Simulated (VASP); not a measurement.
# ScNb (P-6m2) in VASP: single point with PBE

Aim: the single point of ScNb with PBE.

All numbers are computed with VASP 6.6.1; they aren't measurements. Logs are shortened: lines on timing, memory, paths and dates and some standing lists are left out, and cuts for length are marked.

## 1. The cell of the first run

Symmetry: P-6m2, No. 187, hexagonal system. The conventional cell has a = 3.066 Å, b = 3.066 Å, c = 5.072 Å, α = 90.00°, β = 90.00°, γ = 120.00°. Sc (site symmetry -6m2) has 6 Sc at 3.07 Å and 6 Nb at 3.09 Å within 4.0 Å. Within 4.0 Å of Nb (site symmetry -6m2) lie 6 Nb at 3.07 Å and 6 Sc at 3.09 Å.

## 2. Single point, PBE

Contents of INCAR:

```
ALGO = Normal ; EDIFF = 1E-6
ENCUT = 520 ; GGA = PE
ISIF = 2 ; ISMEAR = -1
LASPH = T ; LCHARG = F
LREAL = F ; LWAVE = F
NBANDS = 19 ; NELM = 80
PREC = Accurate ; SIGMA = 0.1
```

Contents of KPOINTS:

```
k-points
0
Gamma
  12 12 7
```

Contents of POSCAR:

```
ScNb
1.0
    3.0656440000      0.0000000000      0.0000000000
   -1.5328220000      2.6549260000      0.0000000000
    0.0000000000      0.0000000000      5.0721940000
Sc Nb
1 1
Direct
    0.0000000000      0.0000000000      0.0000000000
    0.3333333333      0.6666666667      0.5000000000
```

Potentials or basis: VASP PAW PBE potentials, release 64 (Sc_sv, Nb_sv).

Launch:

```bash
> cat potpaw_PBE.64/Sc_sv/POTCAR potpaw_PBE.64/Nb_sv/POTCAR > POTCAR
> mpirun -np 1 vasp_std > vasp.out
```

OUTCAR:

```text
EDIFF = 1E-6
   ENCUT = 520
   GGA = PE
   ISIF = 2
   ISMEAR = -1
   LASPH = T
   LREAL = F
   NELM = 80
   PREC = Accurate

 ion  position               nearest neighbor table
   1  0.000  0.000  0.000-   2 3.09   2 3.09   2 3.09   2 3.09   2 3.09   2 3.09
   2  0.333  0.667  0.500-   1 3.09   1 3.09   1 3.09   1 3.09   1 3.09   1 3.09

  LATTYP: Found a hexagonal cell.
 ALAT       =     3.0656440000
 C/A-ratio  =     1.6545280535

  Lattice vectors:

 A1 = (   3.0656440000,   0.0000000000,   0.0000000000)
 A2 = (  -1.5328220000,   2.6549260000,   0.0000000000)
 A3 = (   0.0000000000,   0.0000000000,   5.0721940000)

Analysis of symmetry for initial positions (statically):
=====================================================================
 Subroutine PRICEL returns:
 Original cell was already a primitive cell.

 Routine SETGRP: Setting up the symmetry group for a
 hexagonal supercell.

 Subroutine GETGRP returns: Found 12 space group operations
 (whereof 12 operations were pure point group operations)
 out of a pool of 24 trial point group operations.

The static configuration has the point symmetry D_3h.

Analysis of symmetry for dynamics (positions and initial velocities):
=====================================================================
 Subroutine PRICEL returns:
 Original cell was already a primitive cell.

 Routine SETGRP: Setting up the symmetry group for a
 hexagonal supercell.

 Subroutine GETGRP returns: Found 12 space group operations
 (whereof 12 operations were pure point group operations)
 out of a pool of 24 trial point group operations.

The dynamic configuration has the point symmetry D_3h.

 Subroutine INISYM returns: Found 12 space group operations
 (whereof 12 operations are pure point group operations),
 and found     1 'primitive' translations

----------------------------------------------------------------------------------------

                                     Primitive cell

  volume of cell :      41.2829

  direct lattice vectors                    reciprocal lattice vectors
     3.065644000  0.000000000  0.000000000     0.326195736  0.188329166  0.000000000
    -1.532822000  2.654926000  0.000000000     0.000000000  0.376658332  0.000000000
     0.000000000  0.000000000  5.072194000     0.000000000  0.000000000  0.197153342

  length of vectors
     3.065644000  3.065644361  5.072194000     0.376658377  0.376658332  0.197153342

  position of ions in fractional coordinates (direct lattice)
     0.000000000  0.000000000  0.000000000
     0.333333333  0.666666667  0.500000000

  ion indices of the primitive-cell ions
   primitive index   ion index
                 1           1
                 2           2

----------------------------------------------------------------------------------------

 KPOINTS: k-points

Automatic generation of k-mesh.
 Grid dimensions read from file:
 generate k-points for:   12   12    7

 Generating k-lattice:

  Cartesian coordinates                     Fractional coordinates (reciprocal lattice)
     0.027182978  0.015694097  0.000000000     0.083333333  0.000000000  0.000000000
     0.000000000  0.031388194  0.000000000     0.000000000  0.083333333  0.000000000
     0.000000000  0.000000000  0.028164763     0.000000000  0.000000000  0.142857143

  Length of vectors
     0.031388198  0.031388194  0.028164763

  Shift w.r.t. Gamma in fractional coordinates (k-lattice)
     0.000000000  0.000000000  0.000000000

 Subroutine IBZKPT returns following result:
 ===========================================

 Found     76 irreducible k-points:

 Following reciprocal coordinates:
            Coordinates               Weight
  0.000000  0.000000  0.000000      1.000000
  0.083333  0.000000  0.000000      6.000000
  0.166667  0.000000  0.000000      6.000000
  0.250000  0.000000  0.000000      6.000000
  0.333333  0.000000  0.000000      6.000000
  0.416667  0.000000  0.000000      6.000000
[... 16 lines left out ...]
  0.250000  0.000000  0.142857     12.000000
  0.333333  0.000000  0.142857     12.000000
 [... further k-points ...]
   k-points           NKPTS =     76   k-points in BZ     NKDIM =     76   number of bands    NBANDS=     19
   number of dos      NEDOS =    301   number of ions     NIONS =      2
   total plane-waves  NPLWV =  23040
   dimension x,y,z NGX =    24 NGY =   24 NGZ =   40
   dimension x,y,z NGXF=    48 NGYF=   48 NGZF=   80
   ions per type =               1   1
   NGX,Y,Z   is equivalent  to a cutoff of  13.01, 13.01, 13.11 a.u.
   NGXF,Y,Z  is equivalent  to a cutoff of  26.03, 26.03, 26.22 a.u.
 SYSTEM =  unknown system
   PREC   = accura    normal or accurate (medium, high low for compatibility)
   ISTART =      0    job   : 0-new  1-cont  2-samecut
   ICHARG =      2    charge: 1-file 2-atom 10-const
   ISPIN  =      1    spin polarized calculation?
   LNONCOLLINEAR =      F non collinear calculations
   LSORBIT =      F    spin-orbit coupling
   LASPH  =      T    aspherical Exc in radial PAW
   ENCUT  =  520.0 eV  38.22 Ry    6.18 a.u.   5.70  5.70  9.43*2*pi/ulx,y,z
   NELM   =     80;   NELMIN=  2; NELMDL= -5     # of ELM steps
   EDIFF  = 0.1E-05   stopping-criterion for ELM
   LREAL  =      F    real-space projection
[... 7 lines left out ...]
   TEBEG  =    0.0;   TEEND  =   0.0 temperature during run
   PSTRESS=    0.0 pullay stress
   NELECT =      24.0000    total number of electrons
   NUPDOWN=      -1.0000    fix difference up-down
   EMIN   =  10.00;   EMAX   =-10.00  energy-range for DOS
   EFERMI =   0.00;   METHOD = LEGACY
   ISMEAR =    -1;   SIGMA  =   0.10  broadening in eV -4-tet -1-fermi 0-gaus
   EFERMI_NEDOS =   21; number of points for ismear=-14 and -15
   IALGO  =     38    algorithm
   IMIX   =      4    mixing-type and parameters
     AMIX     =   0.40;   BMIX     =  1.00
     AMIX_MAG =   1.60;   BMIX_MAG =  1.00
  volume/ion in A,a.u.               =      20.64       139.30
  Fermi-wavevector in a.u.,A,eV,Ry     =   1.366329  2.581987 25.400099  1.866855
  Thomas-Fermi vector in A             =   2.492479
   LORBIT       =      0    0 simple, 1 ext, 2 COOP (PROOUT), +10 PAW based schemes
   GGA     = PE    functional components
   LHFCALC =     F    Hartree Fock is set to
   AEXX    =    0.0000 exact exchange contribution
   IVDW    =     0    specifies the selected vdW correction
   LEPSILON=     F    determine dielectric tensor
   LRPA    =     F    only Hartree local field effects (RPA)
 non-spin polarized calculation
  energy-cutoff  :      520.00
  volume of cell :       41.28
 maximum number of plane-waves:      1128
 NGX is ok and might be reduce to    24
   NGX = 11   NGY = 11   NGZ = 19

 number of electron      24.0000000 magnetization

 Free energy of the ion-electron system (eV)
  ---------------------------------------------------
  ext. energy  EPLUGINS =         0.00000000
  ---------------------------------------------------
  free energy    TOTEN  =       -16.09624925 eV

  energy without entropy =      -16.01599127  energy(sigma->0) =      -16.05612026

 E-fermi :   7.2121     XC(G=0): -11.2133

 val. band max:        7.2084960679   @ k =   0.1667   0.0000   0.4286
 cond. band min:       7.2190605706   @ k =   0.0833   0.0833   0.2857
 fundamental gap:      0.0105645026
 Fermi energy:         7.2121387893

 k-point     1 :       0.0000    0.0000    0.0000
  band No.  band energies     occupation
      1     -47.4951      2.00000
      2     -41.8263      2.00000
      3     -23.6398      2.00000
      4     -23.1274      2.00000
      5     -23.1274      2.00000
      6     -20.4253      2.00000
[... 11 lines left out ...]
     18       9.4395      0.00000
     19      11.3475      0.00000

 k-point     2 :       0.0833    0.0000    0.0000
  band No.  band energies     occupation
      1     -47.4890      2.00000
      2     -41.8207      2.00000
      3     -23.6306      2.00000
      4     -23.1758      2.00000
      5     -23.1386      2.00000
      6     -20.4226      2.00000
[... 11 lines left out ...]
     18       9.4145      0.00000
     19      11.4121      0.00000

 k-point     3 :       0.1667    0.0000    0.0000
  band No.  band energies     occupation
      1     -47.4724      2.00000
      2     -41.8051      2.00000
      3     -23.6052      2.00000
      4     -23.3063      2.00000
      5     -23.1690      2.00000
      6     -20.4152      2.00000
[... 11 lines left out ...]
     18       9.8095      0.00000
     19      11.5427      0.00000

 k-point     4 :       0.2500    0.0000    0.0000
  band No.  band energies     occupation
      1     -47.4496      2.00000
      2     -41.7837      2.00000
      3     -23.5704      2.00000
      4     -23.4812      2.00000
      5     -23.2103      2.00000
      6     -20.4788      2.00000
[... 11 lines left out ...]
     18      10.4057      0.00000
     19      11.6555      0.00000

 k-point     5 :       0.3333    0.0000    0.0000
  band No.  band energies     occupation
      1     -47.4268      2.00000
      2     -41.7623      2.00000
      3     -23.6523      2.00000
      4     -23.5353      2.00000
      5     -23.2512      2.00000
      6     -20.6159      2.00000
[... 11 lines left out ...]
     18      11.0951      0.00000
     19      11.7236      0.00000
[... 334 lines left out ...]
      2     -41.8209      2.00000
      3     -23.6242      2.00000
      4     -23.1758      2.00000
      5     -23.1385      2.00000
      6     -20.4324      2.00000
[... 11 lines left out ...]
     18       9.6873      0.00000
     19      11.4010      0.00000

 k-point    22 :       0.1667    0.0000    0.1429
  band No.  band energies     occupation
      1     -47.4724      2.00000
      2     -41.8053      2.00000
      3     -23.6004      2.00000
      4     -23.3068      2.00000
      5     -23.1689      2.00000
      6     -20.4230      2.00000
[... 11 lines left out ...]
     18       9.8736      0.00000
     19      11.5017      0.00000

 k-point    23 :       0.2500    0.0000    0.1429
  band No.  band energies     occupation
      1     -47.4496      2.00000
      2     -41.7838      2.00000
      3     -23.5679      2.00000
      4     -23.4819      2.00000
      5     -23.2101      2.00000
      6     -20.4781      2.00000
[... 11 lines left out ...]
     18      10.3952      0.00000
     19      11.5841      0.00000

 k-point    24 :       0.3333    0.0000    0.1429
  band No.  band energies     occupation
      1     -47.4267      2.00000
      2     -41.7623      2.00000
      3     -23.6538      2.00000
      4     -23.5345      2.00000
      5     -23.2510      2.00000
      6     -20.6138      2.00000
[... 11 lines left out ...]
     18      11.0247      0.00000
     19      11.6519      0.00000

 [... further k-points ...]
[... 5 lines left out ...]
  --------------------------------------------------------------------------------------
  -------------------------------------------------------------------------------------
  Total       -0.0092703     -0.0092703     -0.1248789      0.0000000      0.0000000      0.0000000
  in kB       -0.3597759     -0.3597760     -4.8465168      0.0000000      0.0000000      0.0000000
  external PRESSURE =      -1.8553562 kB  Pullay stress =       0.0000000 kB

 VOLUME and BASIS-vectors are now :
 -----------------------------------------------------------------------------
  energy-cutoff  :      520.00
  volume of cell :       41.28
      direct lattice vectors                 reciprocal lattice vectors
     3.065644000  0.000000000  0.000000000     0.326195736  0.188329166  0.000000000
    -1.532822000  2.654926000  0.000000000     0.000000000  0.376658332  0.000000000
     0.000000000  0.000000000  5.072194000     0.000000000  0.000000000  0.197153342

 POSITION                                       TOTAL-FORCE (eV/Angst)
 -----------------------------------------------------------------------------------
      0.00000      0.00000      0.00000         0.000000      0.000000      0.000000
     -0.00000      1.76995      2.53610        -0.000000      0.000000      0.000000
 -----------------------------------------------------------------------------------
    total drift:                                0.000000     -0.000000     -0.000000

  FREE ENERGIE OF THE ION-ELECTRON SYSTEM (eV)
  ---------------------------------------------------
  free  energy   TOTEN  =       -16.0962492496 eV

  energy  without entropy=      -16.0159912722  energy(sigma->0) =      -16.05612026
```

Wall time 33 s (1 thread of Intel Xeon Platinum 8375C at 2.90GHz (Ice Lake), shared host); peak memory 0.2 GiB.

What came out:

| Quantity | Value |
| --- | --- |
| Free energy | -16.0962 eV |
| Pressure | -0.2 GPa |
| Band gap on the k mesh | zero (band 12 reaches 7.81 eV, above the bottom of band 13 at 6.84 eV) |

Stress tensor (GPa, compression positive):
```
-0.04  0.00  0.00
 0.00 -0.04  0.00
 0.00  0.00 -0.48
```
